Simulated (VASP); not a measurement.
Wanted: the native input for a VASP 6.6.1 run.

```yaml
Task: single point
Functional: PBEsol
Potentials_or_basis: VASP PAW PBE potentials, release 64 (Pt)
Cutoff: 520 eV
k_mesh: 26 × 26 × 26
Occupations: gaussian, width 0.15 eV
Spin: no spin polarisation
Dipole_correction: no
Further_INCAR_settings: ALGO = Fast; EDIFF = 1e-07; NBANDS = 11
```

The structure of Pt lies in POSCAR:

```
Pt
1.0
    0.0000000000      2.0569818628      1.9590303455
    2.0569818628      0.0000000000      1.9590303455
    2.0569818628      2.0569818628      0.0000000000
Pt
1
Direct
    0.0000000000      0.0000000000      0.0000000000
```

This cell differs from its parent crystal: strain +0.050 along x and y, +0.000 along z.

These files were run (other wordings do the same):

INCAR

```
  PREC = Accurate
  ENCUT = 520
  EDIFF = 1E-7
  ISMEAR = 0
  SIGMA = 0.15
  LREAL = F
  LASPH = T
  NELM = 60
  ALGO = Fast
  ISIF = 2
  LWAVE = F
  LCHARG = T
  GGA = PS
  LELF = T
  LVHAR = T
  NBANDS = 11
```

KPOINTS

```
Automatic mesh
0
Gamma
  26 26 26
```

Potentials or basis: VASP PAW PBE potentials, release 64 (Pt).

Launch:

```sh
$ cat potpaw_PBE.64/Pt/POTCAR > POTCAR
$ mpirun -np 1 vasp_std > vasp.out
```

It gave:

```json
{
  "Pressure": "-21.6 GPa",
  "Band gap on the k mesh": "zero (band 5 reaches 9.93 eV, above the bottom of band 6 at 7.86 eV)"
}
```

Caveat: the cell differs from its parent crystal (strain +0.050 along x and y, +0.000 along z); the PAW data sets were made with another functional, which shifts forces and pressure a little; spin-orbit coupling is left out, which moves the levels of the heavy elements.

Wall time 2.9 min on 1 thread of Intel(R) Xeon(R) Platinum 8259CL CPU @ 2.50GHz (Skylake/Cascade Lake), on a shared host, peak memory 0.36 GiB.
